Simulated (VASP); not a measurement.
Set up this calculation in VASP 6.6.1, as the native input.

```yaml
Task: electric field gradients
Functional: PBE
Potentials_or_basis: VASP PAW PBE potentials, release 64 (Sn_d, Se)
Cutoff: 520 eV
k_mesh: 9 × 9 × 9
Occupations: fermi-dirac, width 0.02 eV
Spin: no spin polarisation
Dipole_correction: no
Further_INCAR_settings: ALGO = Normal; EDIFF = 1e-08; NBANDS = 17
```

The structure of SnSe lies in POSCAR:

```
SnSe
1.0
    0.0000000000      3.0405591592      2.9498000000
    3.0405591592      0.0000000000      2.9498000000
    3.0405591592      3.0405591592      0.0000000000
Sn Se
1 1
Direct
    0.0000000000      0.0000000000      0.0000000000
    0.5000000000      0.5000000000      0.5000000000
```

This cell differs from its parent crystal: z stretched by -2 % at fixed volume.

One way to write it, as run:

INCAR

```
SYSTEM = SnSe
PREC = Accurate
ENCUT = 520
EDIFF = 1E-8
ISMEAR = -1
SIGMA = 0.02
LREAL = .False.
LASPH = .True.
NELM = 100
ALGO = Normal
ISIF = 2
LWAVE = .False.
LCHARG = .False.
GGA = PE
LEFG = .True.
NBANDS = 17
```

KPOINTS

```
Automatic mesh
0
Gamma
  9 9 9
  0 0 0
```

Potentials or basis: VASP PAW PBE potentials, release 64 (Sn_d, Se).

Launch:

```console
$ cat potpaw_PBE.64/Sn_d/POTCAR potpaw_PBE.64/Se/POTCAR > POTCAR
$ mpirun -np 1 vasp_std > vasp.out
```

Results of the run:

```yaml
Pressure: 1.2 GPa
Band_gap_on_the_k_mesh: 0.52 eV, indirect (least direct gap 0.57 eV)
```

Caveat: without QUAD_EFG the Cq values of the log hold for a quadrupole moment of 1 mb, not for the nuclei; spin-orbit coupling is left out, which moves the levels of the heavy elements.

Run time: 72 s on 1 thread of Intel(R) Xeon(R) Platinum 8488C (Sapphire Rapids), on a shared host, peak memory 0.22 GiB.
